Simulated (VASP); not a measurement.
# CdS (Fm-3m) in VASP: settings compared

Aim: see how the results for CdS move with the level of theory and the settings. Levels: PBE, LDA, PBEsol. Tasks: single point, relaxation of cell and atoms.

Everything below comes from runs of VASP 6.6.1. Logs are shortened: lines on timing, memory, paths and dates and some standing lists are left out, and cuts for length are marked.

### Step 1. The cell of the first run

Symmetry: Fm-3m, No. 225, cubic system. Conventional cell: a = 5.495 Å, b = 5.495 Å, c = 5.495 Å, α = 90.00°, β = 90.00°, γ = 90.00°. Cd (site symmetry m-3m) has 6 S at 2.75 Å within 3.6 Å. Within 3.6 Å of S (site symmetry m-3m) lie 6 Cd at 2.75 Å.

### Step 2. Single point, PBE

Input file INCAR:

```
SYSTEM = CdS
PREC = Accurate
ENCUT = 520
EDIFF = 1E-6
ISMEAR = -1
SIGMA = 0.05
LREAL = .FALSE.
LASPH = .TRUE.
NELM = 60
ALGO = Normal
ISIF = 2
LWAVE = .FALSE.
LCHARG = .FALSE.
GGA = PE
NBANDS = 16
```

Input file KPOINTS:

```
Automatic mesh
0
G
  8 8 8
  0 0 0
```

Input file POSCAR:

```
CdS
1.0
    0.0000000000      2.7475364481      2.7475364481
    2.7475364481      0.0000000000      2.7475364481
    2.7475364481      2.7475364481      0.0000000000
Cd S
1 1
Direct
    0.0000000000      0.0000000000      0.0000000000
    0.5000000000      0.5000000000      0.5000000000
```

Potentials or basis: VASP PAW PBE potentials, release 64 (Cd, S).

On the command line:

```bash
$ cat potpaw_PBE.64/Cd/POTCAR potpaw_PBE.64/S/POTCAR > POTCAR
$ mpirun -np 1 vasp_std > vasp.out
```

OUTCAR:

```text
SYSTEM = CdS
   PREC = Accurate
   ENCUT = 520
   EDIFF = 1E-6
   ISMEAR = -1
   LREAL = .FALSE.
   LASPH = .TRUE.
   NELM = 60
   ISIF = 2
   GGA = PE

 ion  position               nearest neighbor table
   1  0.000  0.000  0.000-   2 2.75   2 2.75   2 2.75   2 2.75   2 2.75   2 2.75
   2  0.500  0.500  0.500-   1 2.75   1 2.75   1 2.75   1 2.75   1 2.75   1 2.75

  LATTYP: Found a face centered cubic cell.
 ALAT       =     5.4950728962

  Lattice vectors:

 A1 = (   0.0000000000,   2.7475364481,   2.7475364481)
 A2 = (   2.7475364481,   0.0000000000,   2.7475364481)
 A3 = (   2.7475364481,   2.7475364481,   0.0000000000)

Analysis of symmetry for initial positions (statically):
=====================================================================
 Subroutine PRICEL returns:
 Original cell was already a primitive cell.

 Routine SETGRP: Setting up the symmetry group for a
 face centered cubic supercell.

 Subroutine GETGRP returns: Found 48 space group operations
 (whereof 48 operations were pure point group operations)
 out of a pool of 48 trial point group operations.

The static configuration has the point symmetry O_h .

Analysis of symmetry for dynamics (positions and initial velocities):
=====================================================================
 Subroutine PRICEL returns:
 Original cell was already a primitive cell.

 Routine SETGRP: Setting up the symmetry group for a
 face centered cubic supercell.

 Subroutine GETGRP returns: Found 48 space group operations
 (whereof 48 operations were pure point group operations)
 out of a pool of 48 trial point group operations.

The dynamic configuration has the point symmetry O_h .

 Subroutine INISYM returns: Found 48 space group operations
 (whereof 48 operations are pure point group operations),
 and found     1 'primitive' translations

----------------------------------------------------------------------------------------

                                     Primitive cell

  volume of cell :      41.4821

  direct lattice vectors                    reciprocal lattice vectors
     0.000000000  2.747536448  2.747536448    -0.181981207  0.181981207  0.181981207
     2.747536448  0.000000000  2.747536448     0.181981207 -0.181981207  0.181981207
     2.747536448  2.747536448  0.000000000     0.181981207  0.181981207 -0.181981207

  length of vectors
     3.885603308  3.885603308  3.885603308     0.315200697  0.315200697  0.315200697

  position of ions in fractional coordinates (direct lattice)
     0.000000000  0.000000000  0.000000000
     0.500000000  0.500000000  0.500000000

  ion indices of the primitive-cell ions
   primitive index   ion index
                 1           1
                 2           2

----------------------------------------------------------------------------------------

 KPOINTS: Automatic mesh

Automatic generation of k-mesh.
 Grid dimensions read from file:
 generate k-points for:    8    8    8

 Generating k-lattice:

  Cartesian coordinates                     Fractional coordinates (reciprocal lattice)
    -0.022747651  0.022747651  0.022747651     0.125000000  0.000000000  0.000000000
     0.022747651 -0.022747651  0.022747651     0.000000000  0.125000000  0.000000000
     0.022747651  0.022747651 -0.022747651     0.000000000  0.000000000  0.125000000

  Length of vectors
     0.039400087  0.039400087  0.039400087

  Shift w.r.t. Gamma in fractional coordinates (k-lattice)
     0.000000000  0.000000000  0.000000000

 Subroutine IBZKPT returns following result:
 ===========================================

 Found     29 irreducible k-points:

 Following reciprocal coordinates:
            Coordinates               Weight
  0.000000  0.000000  0.000000      1.000000
  0.125000  0.000000  0.000000      8.000000
  0.250000  0.000000  0.000000      8.000000
  0.375000  0.000000  0.000000      8.000000
  0.500000  0.000000  0.000000      4.000000
  0.125000  0.125000  0.000000      6.000000
[... 16 lines left out ...]
  0.500000  0.250000  0.125000     48.000000
 -0.375000  0.250000  0.125000     24.000000
 [... further k-points ...]
   k-points           NKPTS =     29   k-points in BZ     NKDIM =     29   number of bands    NBANDS=     16
   number of dos      NEDOS =    301   number of ions     NIONS =      2
   total plane-waves  NPLWV =  27000
   dimension x,y,z NGX =    30 NGY =   30 NGZ =   30
   dimension x,y,z NGXF=    60 NGYF=   60 NGZF=   60
   ions per type =               1   1
   NGX,Y,Z   is equivalent  to a cutoff of  12.84, 12.84, 12.84 a.u.
   NGXF,Y,Z  is equivalent  to a cutoff of  25.67, 25.67, 25.67 a.u.
 SYSTEM =  CdS
   PREC   = accura    normal or accurate (medium, high low for compatibility)
   ISTART =      0    job   : 0-new  1-cont  2-samecut
   ICHARG =      2    charge: 1-file 2-atom 10-const
   ISPIN  =      1    spin polarized calculation?
   LNONCOLLINEAR =      F non collinear calculations
[... 114 lines left out ...]
      6      -4.6108      2.00000
[... 8 lines left out ...]
     15      15.7626      0.00000
     16      15.7626      0.00000

 k-point     6 :       0.1250    0.1250    0.0000
  band No.  band energies     occupation
      1      -9.7628      2.00000
      2      -4.9018      2.00000
      3      -4.8307      2.00000
      4      -4.7931      2.00000
      5      -4.7808      2.00000
      6      -4.7808      2.00000
[... 8 lines left out ...]
     15      15.1641      0.00000
     16      15.2894      0.00000

 k-point     7 :       0.2500    0.1250    0.0000
  band No.  band energies     occupation
      1      -9.5056      2.00000
      2      -4.9777      2.00000
      3      -4.8563      2.00000
      4      -4.8528      2.00000
      5      -4.7370      2.00000
      6      -4.7042      2.00000
[... 8 lines left out ...]
     15      14.7192      0.00000
     16      15.1575      0.00000

 k-point     8 :       0.3750    0.1250    0.0000
  band No.  band energies     occupation
      1      -9.1355      2.00000
      2      -5.0222      2.00000
      3      -4.9587      2.00000
      4      -4.9060      2.00000
      5      -4.6700      2.00000
      6      -4.6312      2.00000
[... 8 lines left out ...]
     15      15.3889      0.00000
     16      15.5239      0.00000

 k-point     9 :       0.5000    0.1250    0.0000
  band No.  band energies     occupation
      1      -8.8682      2.00000
      2      -5.0478      2.00000
      3      -4.9957      2.00000
      4      -4.9879      2.00000
      5      -4.6104      2.00000
      6      -4.6045      2.00000
[... 8 lines left out ...]
     15      15.9147      0.00000
     16      16.4861      0.00000
[... 172 lines left out ...]
 k-point    19 :       0.5000    0.3750    0.0000
  band No.  band energies     occupation
      1      -9.0276      2.00000
      2      -4.9379      2.00000
      3      -4.7630      2.00000
      4      -4.6051      2.00000
      5      -4.5640      2.00000
      6      -4.1278      2.00000
[... 8 lines left out ...]
     15      16.9758      0.00000
     16      17.7648      0.00000

 k-point    20 :      -0.3750    0.3750    0.0000
  band No.  band energies     occupation
      1      -8.9290      2.00000
      2      -4.9148      2.00000
      3      -4.8761      2.00000
      4      -4.6810      2.00000
      5      -4.5801      2.00000
      6      -4.1664      2.00000
[... 8 lines left out ...]
     15      15.6680      0.00000
     16      18.3480      0.00000

 k-point    21 :       0.5000    0.5000    0.0000
  band No.  band energies     occupation
      1      -9.0559      2.00000
      2      -4.9596      2.00000
      3      -4.7028      2.00000
      4      -4.5473      2.00000
      5      -4.5473      2.00000
      6      -3.8913      2.00000
[... 8 lines left out ...]
     15      17.1447      0.00000
     16      17.4041      0.00000

 k-point    22 :       0.3750    0.2500    0.1250
  band No.  band energies     occupation
      1      -9.2582      2.00000
      2      -4.9834      2.00000
      3      -4.8965      2.00000
      4      -4.8683      2.00000
      5      -4.6953      2.00000
      6      -4.6263      2.00000
[... 8 lines left out ...]
     15      15.8932      0.00000
     16      16.6728      0.00000

 k-point    23 :       0.5000    0.2500    0.1250
  band No.  band energies     occupation
      1      -8.9889      2.00000
      2      -4.9870      2.00000
      3      -4.9278      2.00000
      4      -4.8640      2.00000
      5      -4.6355      2.00000
      6      -4.5461      2.00000
[... 8 lines left out ...]
     15      16.3561      0.00000
     16      16.8720      0.00000

 k-point    24 :      -0.3750    0.2500    0.1250
  band No.  band energies     occupation
      1      -8.8700      2.00000
      2      -5.0257      2.00000
      3      -4.8979      2.00000
      4      -4.8541      2.00000
      5      -4.6004      2.00000
      6      -4.5093      2.00000
[... 8 lines left out ...]
     15      15.0476      0.00000
     16      17.1856      0.00000

 [... further k-points ...]

------------------------ aborting loop because EDIFF is reached ----------------------------------------

  FORCE on cell =-STRESS in cart. coord.  units (eV):
  Direction    XX          YY          ZZ          XY          YZ          ZX
  --------------------------------------------------------------------------------------
  -------------------------------------------------------------------------------------
  Total        0.0942467      0.0942467      0.0942467     -0.0000000      0.0000000      0.0000000
  in kB        3.6401268      3.6401268      3.6401268     -0.0000000      0.0000000      0.0000000
  external PRESSURE =       3.6401268 kB  Pullay stress =       0.0000000 kB

 VOLUME and BASIS-vectors are now :
 -----------------------------------------------------------------------------
  energy-cutoff  :      520.00
  volume of cell :       41.48
      direct lattice vectors                 reciprocal lattice vectors
     0.000000000  2.747536448  2.747536448    -0.181981207  0.181981207  0.181981207
     2.747536448  0.000000000  2.747536448     0.181981207 -0.181981207  0.181981207
     2.747536448  2.747536448  0.000000000     0.181981207  0.181981207 -0.181981207

 POSITION                                       TOTAL-FORCE (eV/Angst)
 -----------------------------------------------------------------------------------
      0.00000      0.00000      0.00000         0.000000     -0.000000     -0.000000
      2.74754      2.74754      2.74754         0.000000      0.000000      0.000000
 -----------------------------------------------------------------------------------
    total drift:                               -0.000000      0.000000      0.000000

  FREE ENERGIE OF THE ION-ELECTRON SYSTEM (eV)
  ---------------------------------------------------
  free  energy   TOTEN  =        -5.8765899286 eV

  energy  without entropy=       -5.8755434656  energy(sigma->0) =       -5.87606670
```

It took 25 s on 1 thread of Intel Xeon Platinum 8375C at 2.90GHz (Ice Lake), shared host; peak memory 0.17 GiB.

Results:

* Free energy: -5.8766 eV
* Pressure: 0.4 GPa
* Band gap on the k mesh: 0.26 eV, indirect (least direct gap 1.57 eV)

Levels at points of the mesh, in eV from the valence-band top:
```tsv
k point	band 7	band 8	band 9	band 10	band 11	band 12
(0.00, 0.00, 0.00)	-0.71	-0.71	-0.71	0.86	9.23	9.23
(0.50, 0.00, 0.00)	-4.78	0.00	0.00	3.53	5.93	5.93
(0.50, 0.50, 0.00)	-4.14	-2.08	-2.08	0.26	6.07	9.78
```

A k mesh can miss the band edges.

### Step 3. Single point, LDA

This run uses another cell than the first one, of 20.87 Å³/atom, 1.006 times its volume.

Input file INCAR:

```
SYSTEM = CdS
PREC = Accurate
ENCUT = 520
EDIFF = 1E-7
ISMEAR = -1
SIGMA = 0.05
LREAL = .False.
LASPH = .True.
NELM = 80
ALGO = Normal
ISIF = 2
LWAVE = .False.
LCHARG = .False.
NBANDS = 16
```

Input file KPOINTS:

```
Automatic mesh
0
Gamma
  8 8 8
  0 0 0
```

Input file POSCAR:

```
CdS
1.0
    0.0000000000      2.7532440000      2.7532440000
    2.7532440000      0.0000000000      2.7532440000
    2.7532440000      2.7532440000      0.0000000000
Cd S
1 1
Direct
    0.0000000000      0.0000000000      0.0000000000
    0.5000000000      0.5000000000      0.5000000000
```

Potentials or basis: VASP PAW LDA potentials, release 64 (Cd, S).

On the command line:

```bash
$ cat potpaw_LDA.64/Cd/POTCAR potpaw_LDA.64/S/POTCAR > POTCAR
$ mpirun -np 1 vasp_std > vasp.out
```

It took 31 s on 1 thread of Intel Xeon Platinum 8375C at 2.90GHz (Ice Lake), shared host; peak memory 0.15 GiB.

Results (log left out):

```yaml
Free_energy: -7.1948 eV
Pressure: -6.4 GPa
```

Levels at points of the mesh, in eV from the Fermi level:
| k point | band 6 | band 7 | band 8 | band 9 | band 10 | band 11 | band 12 | band 13 |
| --- | --- | --- | --- | --- | --- | --- | --- | --- |
| (0.00, 0.00, 0.00) | -7.72 | -0.84 | -0.84 | -0.84 | 0.48 | 9.04 | 9.04 | 9.04 |
| (0.50, 0.00, 0.00) | -7.52 | -4.98 | -0.12 | -0.12 | 3.21 | 5.61 | 5.61 | 6.34 |
| (0.50, 0.50, 0.00) | -6.80 | -4.31 | -2.22 | -2.22 | -0.11 | 5.83 | 9.40 | 10.74 |

### Step 4. Single point, PBEsol

This run uses another cell than the first one, of 20.87 Å³/atom, 1.006 times its volume.

Input file INCAR:

```
SYSTEM = CdS
ALGO     = Normal         ! electronic algorithm
EDIFF    = 1E-6           ! SCF threshold, eV
ENCUT    = 520            ! plane-wave cutoff, eV
GGA      = PS             ! functional
ISIF     = 2              ! what is computed and relaxed
ISMEAR   = -1             ! smearing method
LASPH    = .TRUE.         ! aspherical terms in the spheres
LCHARG   = .FALSE.        ! write CHGCAR
LREAL    = .FALSE.        ! projectors in reciprocal space
LWAVE    = .FALSE.        ! write WAVECAR
NBANDS   = 16             ! bands
NELM     = 60             ! most SCF steps
PREC     = Accurate       ! precision mode
SIGMA    = 0.05           ! smearing width, eV
```

Input file KPOINTS:

```
k-points
0
G
  8 8 8
  0 0 0
```

POSCAR is that of step 3.

Potentials or basis: VASP PAW PBE potentials, release 64 (Cd, S).

On the command line:

```bash
$ cat potpaw_PBE.64/Cd/POTCAR potpaw_PBE.64/S/POTCAR > POTCAR
$ mpirun -np 1 vasp_std > vasp.out
```

Wall time 34 s (1 thread of Intel Xeon Platinum 8375C at 2.90GHz (Ice Lake), shared host); peak memory 0.17 GiB.

The run converged. Its results:

```
Free energy : -6.6195 eV
Pressure    : -4.0 GPa
```

Levels at points of the mesh, in eV from the Fermi level:
```
           k point  band 7  band 8  band 9  band 10  band 11  band 12
(0.00, 0.00, 0.00)   -0.86   -0.86   -0.86     0.56     9.00     9.00
(0.50, 0.00, 0.00)   -4.96   -0.15   -0.15     3.23     5.66     5.66
(0.50, 0.50, 0.00)   -4.33   -2.24   -2.24    -0.01     5.78     9.46
```

Caveat: the PAW data sets were made with another functional, which shifts forces and pressure a little.

### Step 5. Relaxation of cell and atoms, LDA

This run uses another cell than the first one, of 20.87 Å³/atom, 1.006 times its volume.

Input file INCAR:

```
PREC = Accurate ; ENCUT = 600
EDIFF = 1E-6 ; ISMEAR = -1
SIGMA = 0.05 ; LREAL = False
LASPH = True ; NELM = 60
ALGO = Normal ; ISIF = 3
LWAVE = False ; LCHARG = False
IBRION = 2 ; NSW = 60
EDIFFG = -0.01
```

Input file KPOINTS:

```
Automatic mesh
0
Gamma
  8 8 8
```

POSCAR is that of step 4.

Potentials or basis: VASP PAW LDA potentials, release 64 (Cd, S).

On the command line:

```bash
$ cat potpaw_LDA.64/Cd/POTCAR potpaw_LDA.64/S/POTCAR > POTCAR
$ mpirun -np 1 vasp_std > vasp.out
```

Wall time 52 s (1 thread of Intel Xeon Platinum 8375C at 2.90GHz (Ice Lake), shared host); peak memory 0.18 GiB.

The run converged. Its results:

| Property | Result |
| --- | --- |
| Free energy | -7.2683 eV |
| Relaxed volume | 19.18 Å³/atom |
| Relaxed cell | a = 3.785 Å, b = 3.785 Å, c = 3.785 Å, α = 60.00°, β = 60.00°, γ = 60.00° |
| Space group after relaxing (to 0.05 Å) | Fm-3m (No. 225) |
| Energy gained by relaxing | 36.8 meV/atom |
| Ionic steps | 3 |
| Pressure after relaxing | 0.0 GPa |
| Band gap on the k mesh | zero (band 9 reaches 3.44 eV, above the bottom of band 10 at 3.43 eV) |

The path:
```
step  energy change (eV)  largest force (eV/Å)  pressure (GPa)  volume (Å³)
   1              0.0000                0.0000           -6.40        41.74
   2             -0.0566                0.0000            3.92        36.90
   3             -0.0737                0.0000            0.00        38.35
```

Final structure:
```
CELL_PARAMETERS angstrom
0.00000 2.67659 2.67659
2.67659 0.00000 2.67659
2.67659 2.67659 0.00000
ATOMIC_POSITIONS crystal
Cd 0.00000 0.00000 0.00000
S 0.50000 0.50000 0.50000
```

Levels at points of the mesh, in eV from the Fermi level:
| k point | band 5 | band 6 | band 7 | band 8 | band 9 | band 10 | band 11 | band 12 | band 13 |
| --- | --- | --- | --- | --- | --- | --- | --- | --- | --- |
| (0.00, 0.00, 0.00) | -7.93 | -7.93 | -1.02 | -1.02 | -1.02 | 0.88 | 9.07 | 9.07 | 9.07 |
| (0.50, 0.00, 0.00) | -7.67 | -7.67 | -5.37 | -0.11 | -0.11 | 3.14 | 5.56 | 5.56 | 7.07 |
| (0.50, 0.50, 0.00) | -7.59 | -6.76 | -4.89 | -2.57 | -2.57 | -0.12 | 5.72 | 9.97 | 11.40 |

### Step 6. Relaxation of cell and atoms, PBEsol

This run uses another cell than the first one, of 20.87 Å³/atom, 1.006 times its volume.

Input file INCAR:

```
PREC = Accurate
ENCUT = 600
EDIFF = 1E-7
ISMEAR = -1
SIGMA = 0.05
LREAL = False
LASPH = True
NELM = 60
ALGO = Normal
ISIF = 3
LWAVE = False
LCHARG = False
GGA = PS
IBRION = 2
NSW = 60
EDIFFG = -0.01
```

KPOINTS is that of step 5.

POSCAR is that of step 5.

Potentials or basis: VASP PAW PBE potentials, release 64 (Cd, S).

On the command line:

```bash
$ cat potpaw_PBE.64/Cd/POTCAR potpaw_PBE.64/S/POTCAR > POTCAR
$ mpirun -np 1 vasp_std > vasp.out
```

Run time: 54 s. Hardware: 1 thread of Intel Xeon Platinum 8375C at 2.90GHz (Ice Lake), shared host; peak memory 0.19 GiB.

It converged, with:

```
Free energy                            : -6.6486 eV
Relaxed volume                         : 19.77 Å³/atom
Relaxed cell                           : a = 3.824 Å, b = 3.824 Å, c = 3.824 Å, α = 60.00°, β = 60.00°, γ = 60.00°
Space group after relaxing (to 0.05 Å) : Fm-3m (No. 225)
Energy gained by relaxing              : 14.5 meV/atom
Ionic steps                            : 3
Pressure after relaxing                : 0.0 GPa
```

The path:
```
step  energy change (eV)  largest force (eV/Å)  pressure (GPa)  volume (Å³)
   1              0.0000                0.0000           -4.00        41.74
   2             -0.0236                0.0000            1.99        38.67
   3             -0.0289                0.0000            0.00        39.54
```

Final structure:
```
CELL_PARAMETERS angstrom
0.00000 2.70403 2.70403
2.70403 0.00000 2.70403
2.70403 2.70403 0.00000
ATOMIC_POSITIONS crystal
Cd 0.00000 0.00000 0.00000
S 0.50000 0.50000 0.50000
```

Levels at points of the mesh, in eV from the Fermi level:
```csv
k point,band 5,band 6,band 7,band 8,band 9,band 10,band 11,band 12,band 13
"(0.00, 0.00, 0.00)",-7.81,-7.81,-0.97,-0.97,-0.97,0.81,9.02,9.02,9.02
"(0.50, 0.00, 0.00)",-7.58,-7.58,-5.21,-0.14,-0.14,3.19,5.63,5.63,6.91
"(0.50, 0.50, 0.00)",-7.51,-6.75,-4.70,-2.46,-2.46,-0.01,5.71,9.82,11.27
```

Caveat: the PAW data sets were made with another functional, which shifts forces and pressure a little.

### Step 7. Overview

| task | level | potentials or basis | cell | cutoff (eV) | gap on the mesh (eV) | pressure (GPa) | relaxed volume (Å³/atom) |
| --- | --- | --- | --- | --- | --- | --- | --- |
| single point | PBE | VASP PAW PBE potentials, release 64 (Cd, S) | a = 3.886 Å, angles 60.0°, 2 atoms | 520 | 0.26 | 0.4 | - |
| single point | LDA | VASP PAW LDA potentials, release 64 (Cd, S) | a = 3.894 Å, angles 60.0°, 2 atoms | 520 | - | -6.4 | - |
| single point | PBEsol | VASP PAW PBE potentials, release 64 (Cd, S) | a = 3.894 Å, angles 60.0°, 2 atoms | 520 | - | -4.0 | - |
| relaxation of cell and atoms | LDA | VASP PAW LDA potentials, release 64 (Cd, S) | relaxed from a = 3.894 Å, angles 60.0°, 2 atoms | 600 | none | 0.0 | 19.18 |
| relaxation of cell and atoms | PBEsol | VASP PAW PBE potentials, release 64 (Cd, S) | relaxed from a = 3.894 Å, angles 60.0°, 2 atoms | 600 | - | 0.0 | 19.77 |

Alike in all rows: no spin polarisation; k mesh 8 × 8 × 8; smearing fermi-dirac 0.05 eV.

Caveats: the PAW data sets were made with another functional, which shifts forces and pressure a little (some runs).

Total energies depend on the potentials used, so only differences within one code and one set of settings carry meaning.
